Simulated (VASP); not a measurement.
Input of a VASP 6.6.1 run:

Contents of INCAR:

```
  ALGO = Normal
  EDIFF = 1E-6
  ENCUT = 520
  GGA = PE
  ISIF = 2
  ISMEAR = -1
  ISPIN = 2
  LASPH = True
  LCHARG = False
  LMAXMIX = 4
  LORBIT = 11
  LREAL = False
  LWAVE = False
  MAGMOM = 2.8 0
  NBANDS = 20
  NELM = 150
  PREC = Accurate
  SIGMA = 0.1
```

KPOINTS

```
k-points
0
Gamma
  11 11 11
```

The input POSCAR:

```
MnS
1.0
    0.0000000000      2.6045000000      2.6045000000
    2.6045000000      0.0000000000      2.6045000000
    2.6045000000      2.6045000000      0.0000000000
Mn S
1 1
Direct
    0.0019197543     -0.0019197543     -0.0019197543
    0.5000000000      0.5000000000      0.5000000000
```

Potentials or basis: VASP PAW PBE potentials, release 64 (Mn_pv, S).

Launch:

```console
$ cat potpaw_PBE.64/Mn_pv/POTCAR potpaw_PBE.64/S/POTCAR > POTCAR
$ mpirun -np 1 vasp_std > vasp.out
```

Q: Predict the pressure.

A: -3.2 GPa.

Q: Estimate the largest force.

A: 0.024 eV/Å.

Forces in eV/Å, atoms in the order of the input:
```
Mn   0.024  0.000  0.000
S   -0.024  0.000  0.000
```

Caveat: a cell with one magnetic atom can't hold antiferromagnetic order, which such compounds often take.
